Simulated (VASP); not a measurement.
# AlAs3 (P6_3) in VASP: notebook

Runs on AlAs3. Level: PBE. Tasks: single point, relaxation of cell and atoms.

Program: VASP 6.6.1. These are calculated values, not measurements. Logs are shortened: lines on timing, memory, paths and dates and some standing lists are left out, and cuts for length are marked.

### Step 1. The cell of the first run

It takes space group P6_3 (No. 173, hexagonal). Conventional cell: a = 5.987 Å, b = 5.987 Å, c = 6.287 Å, α = 90.00°, β = 90.00°, γ = 120.00°. Al (site symmetry 3) has 3 As at 2.04 Å within 2.7 Å. As (site symmetry 1) has 1 Al at 2.04 Å within 2.7 Å.

The cell was built from a structure type or drawn by symmetry, and may not be a known phase.

### Step 2. Single point, PBE

INCAR reads:

```
PREC = Accurate
ENCUT = 520
EDIFF = 1E-6
ISMEAR = 0
SIGMA = 0.1
LREAL = False
LASPH = True
NELM = 100
ALGO = Normal
ISIF = 2
LWAVE = False
LCHARG = True
GGA = PE
LELF = True
LVHAR = True
NBANDS = 28
```

KPOINTS reads:

```
regular mesh
0
Gamma
  3 3 4
```

POSCAR reads:

```
AlAs3
1.0
    5.9870887700      0.0000000000      0.0000000000
   -2.9935443800      5.1849709700      0.0000000000
    0.0000000000      0.0000000000      6.2871568600
Al As
2 6
Direct
    0.6666666700      0.3333333300      0.6384745200
    0.3333333300      0.6666666700      0.1384745200
    0.3455789100      0.3070069000      0.5025091800
    0.6544210900      0.6929931000      0.0025091800
    0.3070069000      0.9614279900      0.0025091800
    0.9614279900      0.6544210900      0.5025091800
    0.6929931000      0.0385720100      0.5025091800
    0.0385720100      0.3455789100      0.0025091800
```

Potentials or basis: VASP PAW PBE potentials, release 64 (Al, As).

Command:

```console
$ cat potpaw_PBE.64/Al/POTCAR potpaw_PBE.64/As/POTCAR > POTCAR
$ mpirun -np 1 vasp_std > vasp.out
```

OUTCAR:

```text
PREC = Accurate
   ENCUT = 520
   EDIFF = 1E-6
   ISMEAR = 0
   LREAL = False
   LASPH = True
   NELM = 100
   ISIF = 2
   GGA = PE

 ion  position               nearest neighbor table
   1  0.667  0.333  0.638-   7 2.04   6 2.04   3 2.04
   2  0.333  0.667  0.138-   5 2.04   8 2.04   4 2.04
   3  0.346  0.307  0.503-   1 2.04
   4  0.654  0.693  0.003-   2 2.04
   5  0.307  0.961  0.003-   2 2.04
   6  0.961  0.654  0.503-   1 2.04
   7  0.693  0.039  0.503-   1 2.04
   8  0.039  0.346  0.003-   2 2.04

  LATTYP: Found a hexagonal cell.
 ALAT       =     5.9870887700
 C/A-ratio  =     1.0501191984

  Lattice vectors:

 A1 = (   5.9870887700,   0.0000000000,   0.0000000000)
 A2 = (  -2.9935443800,   5.1849709700,   0.0000000000)
 A3 = (   0.0000000000,   0.0000000000,   6.2871568600)

Analysis of symmetry for initial positions (statically):
=====================================================================
 Subroutine PRICEL returns:
 Original cell was already a primitive cell.

 Routine SETGRP: Setting up the symmetry group for a
 hexagonal supercell.

 Subroutine GETGRP returns: Found  6 space group operations
 (whereof  3 operations were pure point group operations)
 out of a pool of 24 trial point group operations.

The static configuration has the point symmetry C_3 .
 The point group associated with its full space group is C_6 .

Analysis of symmetry for dynamics (positions and initial velocities):
=====================================================================
 Subroutine PRICEL returns:
 Original cell was already a primitive cell.

 Routine SETGRP: Setting up the symmetry group for a
 hexagonal supercell.

 Subroutine GETGRP returns: Found  6 space group operations
 (whereof  3 operations were pure point group operations)
 out of a pool of 24 trial point group operations.

The dynamic configuration has the point symmetry C_3 .
 The point group associated with its full space group is C_6 .

 Subroutine INISYM returns: Found  6 space group operations
 (whereof  3 operations are pure point group operations),
 and found     1 'primitive' translations

----------------------------------------------------------------------------------------

                                     Primitive cell

  volume of cell :     195.1715

  direct lattice vectors                    reciprocal lattice vectors
     5.987088770  0.000000000  0.000000000     0.167026085  0.096432555  0.000000000
    -2.993544380  5.184970970  0.000000000     0.000000000  0.192865111  0.000000000
     0.000000000  0.000000000  6.287156860     0.000000000  0.000000000  0.159054406

  length of vectors
     5.987088770  5.987088768  6.287156860     0.192865111  0.192865111  0.159054406

  position of ions in fractional coordinates (direct lattice)
     0.666666670  0.333333330  0.638474520
     0.333333330  0.666666670  0.138474520
     0.345578910  0.307006900  0.502509180
     0.654421090  0.692993100  0.002509180
     0.307006900  0.961427990  0.002509180
     0.961427990  0.654421090  0.502509180
     0.692993100  0.038572010  0.502509180
     0.038572010  0.345578910  0.002509180

  ion indices of the primitive-cell ions
   primitive index   ion index
                 1           1
                 2           2
                 3           3
                 4           4
                 5           5
                 6           6
                 7           7
                 8           8

----------------------------------------------------------------------------------------

 KPOINTS: regular mesh

Automatic generation of k-mesh.
 Grid dimensions read from file:
 generate k-points for:    3    3    4

 Generating k-lattice:

  Cartesian coordinates                     Fractional coordinates (reciprocal lattice)
     0.055675362  0.032144185  0.000000000     0.333333333 -0.000000000  0.000000000
     0.000000000  0.064288370  0.000000000     0.000000000  0.333333333  0.000000000
     0.000000000  0.000000000  0.039763602     0.000000000  0.000000000  0.250000000

  Length of vectors
     0.064288370  0.064288370  0.039763602

  Shift w.r.t. Gamma in fractional coordinates (k-lattice)
     0.000000000  0.000000000  0.000000000

 Subroutine IBZKPT returns following result:
 ===========================================

 Found      9 irreducible k-points:

 Following reciprocal coordinates:
            Coordinates               Weight
  0.000000  0.000000  0.000000      1.000000
  0.333333  0.000000  0.000000      6.000000
  0.333333  0.333333  0.000000      2.000000
  0.000000  0.000000  0.250000      2.000000
  0.333333  0.000000  0.250000     12.000000
  0.333333  0.333333  0.250000      4.000000
  0.000000  0.000000  0.500000      1.000000
  0.333333  0.000000  0.500000      6.000000
  0.333333  0.333333  0.500000      2.000000
   k-points           NKPTS =      9   k-points in BZ     NKDIM =      9   number of bands    NBANDS=     28
   number of dos      NEDOS =    301   number of ions     NIONS =      8
   total plane-waves  NPLWV = 110592
   dimension x,y,z NGX =    48 NGY =   48 NGZ =   48
   dimension x,y,z NGXF=    96 NGYF=   96 NGZF=   96
   ions per type =               2   6
   NGX,Y,Z   is equivalent  to a cutoff of  13.33, 13.33, 12.69 a.u.
   NGXF,Y,Z  is equivalent  to a cutoff of  26.66, 26.66, 25.38 a.u.
 SYSTEM =  unknown system
   PREC   = accura    normal or accurate (medium, high low for compatibility)
   ISTART =      0    job   : 0-new  1-cont  2-samecut
   ICHARG =      2    charge: 1-file 2-atom 10-const
   ISPIN  =      1    spin polarized calculation?
   LNONCOLLINEAR =      F non collinear calculations
   LSORBIT =      F    spin-orbit coupling
   LASPH  =      T    aspherical Exc in radial PAW
   ENCUT  =  520.0 eV  38.22 Ry    6.18 a.u.  11.13 11.13 11.69*2*pi/ulx,y,z
   NELM   =    100;   NELMIN=  2; NELMDL= -5     # of ELM steps
   EDIFF  = 0.1E-05   stopping-criterion for ELM
   LREAL  =      F    real-space projection
   EDIFFG = 0.1E-04   stopping-criterion for IOM
   NSW    =      0    number of steps for IOM
   IBRION =     -1    ionic relax: 0-MD 1-quasi-New 2-CG
   NFREE  =      0    steps in history (QN), initial steepest desc. (CG)
   ISIF   =      2    stress and relaxation
   ISYM   =      2    0-nonsym 1-usesym 2-fastsym
   POTIM  = 0.5000    time-step for ionic-motion
   TEBEG  =    0.0;   TEEND  =   0.0 temperature during run
   PSTRESS=    0.0 pullay stress
   NELECT =      36.0000    total number of electrons
   NUPDOWN=      -1.0000    fix difference up-down
   EMIN   =  10.00;   EMAX   =-10.00  energy-range for DOS
   EFERMI =   0.00;   METHOD = LEGACY
   ISMEAR =     0;   SIGMA  =   0.10  broadening in eV -4-tet -1-fermi 0-gaus
   EFERMI_NEDOS =   21; number of points for ismear=-14 and -15
   IALGO  =     38    algorithm
   IMIX   =      4    mixing-type and parameters
     AMIX     =   0.40;   BMIX     =  1.00
     AMIX_MAG =   1.60;   BMIX_MAG =  1.00
  volume/ion in A,a.u.               =      24.40       164.64
  Fermi-wavevector in a.u.,A,eV,Ry     =   0.931902  1.761039 11.815861  0.868441
  Thomas-Fermi vector in A             =   2.058444
   LORBIT       =      0    0 simple, 1 ext, 2 COOP (PROOUT), +10 PAW based schemes
   GGA     = PE    functional components
   LHFCALC =     F    Hartree Fock is set to
   AEXX    =    0.0000 exact exchange contribution
   IVDW    =     0    specifies the selected vdW correction
   LEPSILON=     F    determine dielectric tensor
   LRPA    =     F    only Hartree local field effects (RPA)
 non-spin polarized calculation
 Gauss-broadening in eV      SIGMA  =   0.10
  energy-cutoff  :      520.00
  volume of cell :      195.17
 maximum number of plane-waves:      5280
 NGX is ok and might be reduce to    48
   NGX = 23   NGY = 23   NGZ = 23

 number of electron      35.9999999 magnetization

 Free energy of the ion-electron system (eV)
  ---------------------------------------------------
  ext. energy  EPLUGINS =         0.00000000
  ---------------------------------------------------
  free energy    TOTEN  =       -22.87109479 eV

  energy without entropy =      -22.82771103  energy(sigma->0) =      -22.84940291

 E-fermi :   3.3504     XC(G=0):  -9.1311

 val. band max:        3.3442616528   @ k =   0.0000   0.0000   0.5000
 cond. band min:       3.3594166612   @ k =   0.0000   0.0000   0.2500
 fundamental gap:      0.0151550084
 Fermi energy:         3.3503873672

 k-point     1 :       0.0000    0.0000    0.0000
  band No.  band energies     occupation
      1      -9.5023      2.00000
      2      -8.3265      2.00000
      3      -6.4978      2.00000
      4      -6.4978      2.00000
      5      -6.4292      2.00000
      6      -6.4292      2.00000
[... 20 lines left out ...]
     27       9.9135      0.00000
     28       9.9264      0.00000

 k-point     2 :       0.3333    0.0000    0.0000
  band No.  band energies     occupation
      1      -9.1087      2.00000
      2      -8.3171      2.00000
      3      -7.1550      2.00000
      4      -6.8613      2.00000
      5      -6.6226      2.00000
      6      -6.3122      2.00000
[... 20 lines left out ...]
     27       9.3057      0.00000
     28       9.8786      0.00000

 k-point     3 :       0.3333    0.3333    0.0000
  band No.  band energies     occupation
      1      -8.5850      2.00000
      2      -8.5850      2.00000
      3      -7.5641      2.00000
      4      -6.7024      2.00000
      5      -6.7024      2.00000
      6      -6.5986      2.00000
[... 151 lines left out ...]
      3      -6.9912      2.00000
      4      -6.9912      2.00000
      5      -6.5993      2.00000
      6      -6.5993      2.00000
[... 20 lines left out ...]
     27       9.3266      0.00000
     28       9.3266      0.00000

 k-point     9 :       0.3333    0.3333    0.5000
  band No.  band energies     occupation
      1      -8.4921      2.00000
      2      -8.4921      2.00000
      3      -7.1303      2.00000
      4      -7.1303      2.00000
      5      -6.8946      2.00000
      6      -6.8946      2.00000
[... 20 lines left out ...]
     27       9.3347      0.00000
     28       9.3467      0.00000

------------------------ aborting loop because EDIFF is reached ----------------------------------------

  FORCE on cell =-STRESS in cart. coord.  units (eV):
  Direction    XX          YY          ZZ          XY          YZ          ZX
  --------------------------------------------------------------------------------------
  -------------------------------------------------------------------------------------
  Total       26.1389702     26.1389702      8.9808881     -0.0000002      0.0000000      0.0000000
  in kB      214.5767846    214.5767847     73.7247906     -0.0000016      0.0000000      0.0000000
  external PRESSURE =     167.6261200 kB  Pullay stress =       0.0000000 kB

 VOLUME and BASIS-vectors are now :
 -----------------------------------------------------------------------------
  energy-cutoff  :      520.00
  volume of cell :      195.17
      direct lattice vectors                 reciprocal lattice vectors
     5.987088770  0.000000000  0.000000000     0.167026085  0.096432555  0.000000000
    -2.993544380  5.184970970  0.000000000     0.000000000  0.192865111  0.000000000
     0.000000000  0.000000000  6.287156860     0.000000000  0.000000000  0.159054406

 POSITION                                       TOTAL-FORCE (eV/Angst)
 -----------------------------------------------------------------------------------
      2.99354      1.72832      4.01419         0.000000      0.000000      9.119562
     -0.00000      3.45665      0.87061         0.000000      0.000000      9.119562
      1.14997      1.59182      3.15935        -5.790381     -0.532894     -3.039854
      1.84357      3.59315      0.01578         5.790381      0.532894     -3.039854
     -1.04000      4.98498      0.01578        -3.356690      4.748170     -3.039854
      3.79712      3.39315      3.15935         2.433691      5.281064     -3.039854
      4.03354      0.19999      3.15935         3.356690     -4.748170     -3.039854
     -0.80357      1.79182      0.01578        -2.433691     -5.281064     -3.039854
 -----------------------------------------------------------------------------------
    total drift:                               -0.000013      0.000002      0.000573

  FREE ENERGIE OF THE ION-ELECTRON SYSTEM (eV)
  ---------------------------------------------------
  free  energy   TOTEN  =       -22.8710947895 eV

  energy  without entropy=      -22.8277110300  energy(sigma->0) =      -22.84940291
```

Wall time 92 s (1 thread of Intel Xeon 8259CL, shared host); peak memory 0.32 GiB.

What came out:

| Item | Value |
| --- | --- |
| Free energy | -22.8711 eV |
| Pressure | 16.8 GPa |
| Largest force | 9.120 eV/Å |
| Band gap on the k mesh | zero (bands 18 and 19 overlap by 0.80 eV) |

Forces on the atoms (eV/Å):
```
Al   0.000  0.000  9.120
Al   0.000  0.000  9.120
As  -5.790 -0.533 -3.040
As   5.790  0.533 -3.040
As  -3.357  4.748 -3.040
As   2.434  5.281 -3.040
As   3.357 -4.748 -3.040
As  -2.434 -5.281 -3.040
```

Stress tensor (GPa, compression positive):
```
21.46  0.00  0.00
 0.00 21.46  0.00
 0.00  0.00  7.37
```

Caveat: the k points lie up to 0.40 Å⁻¹ apart, too coarse for converged energies and pressures of a metal; semilocal functionals underestimate gaps, so a narrow gap can read as zero; forces of over 1 eV/Å act on the atoms, so gaps and moduli don't describe the material at rest.

### Step 3. Relaxation of cell and atoms, PBE

INCAR reads:

```
SYSTEM = AlAs3
ALGO     = Normal         ! electronic algorithm
EDIFF    = 1E-7           ! SCF threshold, eV
EDIFFG   = -0.04          ! ionic threshold
ENCUT    = 600            ! plane-wave cutoff, eV
GGA      = PE             ! functional
IBRION   = 2              ! ionic algorithm
ISIF     = 3              ! what is computed and relaxed
ISMEAR   = 0              ! smearing method
LASPH    = .TRUE.         ! aspherical terms in the spheres
LCHARG   = .FALSE.        ! write CHGCAR
LREAL    = .FALSE.        ! projectors in reciprocal space
LWAVE    = .FALSE.        ! write WAVECAR
NELM     = 60             ! most SCF steps
NSW      = 90             ! ionic steps
PREC     = Accurate       ! precision mode
SIGMA    = 0.1            ! smearing width, eV
```

KPOINTS reads:

```
k-points
0
G
  3 3 4
  0 0 0
```

POSCAR is that of step 2.

Potentials or basis: VASP PAW PBE potentials, release 64 (Al, As).

Command:

```console
$ cat potpaw_PBE.64/Al/POTCAR potpaw_PBE.64/As/POTCAR > POTCAR
$ mpirun -np 1 vasp_std > vasp.out
```

Wall time 26 min (1 thread of Intel Xeon 8259CL, shared host); peak memory 0.37 GiB.

The run converged. Its results:

| Quantity | Value |
| --- | --- |
| Free energy | -33.7795 eV |
| Relaxed volume | 21.20 Å³/atom |
| Relaxed cell | a = 6.212 Å, b = 6.212 Å, c = 5.075 Å, α = 90.00°, β = 90.00°, γ = 120.00° |
| Space group after relaxing (to 0.1 Å) | P6_3 (No. 173) |
| Energy gained by relaxing | 1363.5 meV/atom |
| Ionic steps | 27 |
| Pressure after relaxing | -0.1 GPa |
| Largest force after relaxing | 0.025 eV/Å |
| Band gap on the k mesh | zero (bands 18 and 19 overlap by 2.20 eV) |

Forces in eV/Å, atoms in the order of the input:
```
Al   0.000  0.000  0.025
Al   0.000  0.000  0.025
As   0.009 -0.011 -0.008
As  -0.009  0.011 -0.008
As  -0.005 -0.013 -0.008
As  -0.014 -0.002 -0.008
As   0.005  0.013 -0.008
As   0.014  0.002 -0.008
```

Step by step:
| step | energy change (eV) | largest force (eV/Å) | pressure (GPa) | volume (Å³) |
| --- | --- | --- | --- | --- |
| 1 | 0.0000 | 9.1196 | 16.76 | 195.17 |
| 2 | -4.0207 | 0.2331 | -10.97 | 275.70 |
| 3 | -6.0247 | 1.2251 | -7.31 | 234.22 |
| 4 | -6.0315 | 1.3152 | -7.04 | 233.04 |
| 5 | -6.0323 | 1.4444 | -6.65 | 231.44 |
| 6 | -8.0237 | 1.4798 | -5.77 | 202.53 |
| 7 | -6.7936 | 2.8622 | 32.22 | 129.67 |
| 8 | -9.1801 | 1.4484 | -1.23 | 177.59 |
| 9 | -9.3674 | 1.1551 | 10.83 | 149.65 |
| 10 | -9.5893 | 1.2244 | 3.97 | 162.01 |
| 11 | -9.5961 | 1.1977 | 4.99 | 159.76 |
| 12 | -10.2441 | 1.0579 | 4.43 | 158.92 |
| 13 | -10.2515 | 1.1979 | 4.67 | 158.73 |
| 14 | -10.7283 | 0.3656 | -2.77 | 175.22 |
| 15 | -10.7400 | 0.4410 | -1.98 | 172.81 |
| 16 | -10.8509 | 0.2288 | 0.11 | 167.49 |
| 17 | -10.8538 | 0.1899 | 0.57 | 166.49 |
| 18 | -10.8799 | 0.0754 | 0.12 | 167.66 |
| 19 | -10.8885 | 0.0764 | -0.26 | 168.81 |
| 20 | -10.8945 | 0.0866 | 0.23 | 167.85 |
| 21 | -10.8954 | 0.0930 | 0.53 | 167.28 |
| 22 | -10.8992 | 0.0856 | 0.43 | 167.68 |
| 23 | -10.9027 | 0.0688 | 0.26 | 168.57 |
| 24 | -10.9028 | 0.0746 | 0.28 | 168.42 |
| 25 | -10.9056 | 0.0607 | 0.03 | 169.11 |
| 26 | -10.9067 | 0.0458 | -0.29 | 169.98 |
| 27 | -10.9079 | 0.0248 | -0.08 | 169.61 |

Final structure:
```yaml
crystal:
  lattice:
    - [6.21232, 0.00000, 0.00000]
    - [-3.10616, 5.38002, 0.00000]
    - [0.00000, 0.00000, 5.07474]
  atoms:
    - { symbol: Al, position: [0.66667, 0.33333, 0.71530] }
    - { symbol: Al, position: [0.33333, 0.66667, 0.21530] }
    - { symbol: As, position: [0.25493, 0.26097, 0.47690] }
    - { symbol: As, position: [0.74507, 0.73903, 0.97690] }
    - { symbol: As, position: [0.26097, 0.00603, 0.97690] }
    - { symbol: As, position: [0.00603, 0.74507, 0.47690] }
    - { symbol: As, position: [0.73903, 0.99397, 0.47690] }
    - { symbol: As, position: [0.99397, 0.25493, 0.97690] }
```

Levels at points of the mesh, in eV from the Fermi level:
| k point | band 16 | band 17 | band 18 | band 19 | band 20 | band 21 |
| --- | --- | --- | --- | --- | --- | --- |
| (0.00, 0.00, 0.00) | -2.10 | -0.59 | -0.59 | -0.59 | 1.51 | 1.51 |
| (0.00, 0.00, 0.50) | -0.86 | 1.61 | 1.61 | 1.79 | 1.79 | 2.01 |

Caveat: the k points lie up to 0.39 Å⁻¹ apart in the final cell, too coarse for converged energies and pressures of a metal; a cell axis changed by over 15 % at a fixed basis, so the end point is rough.
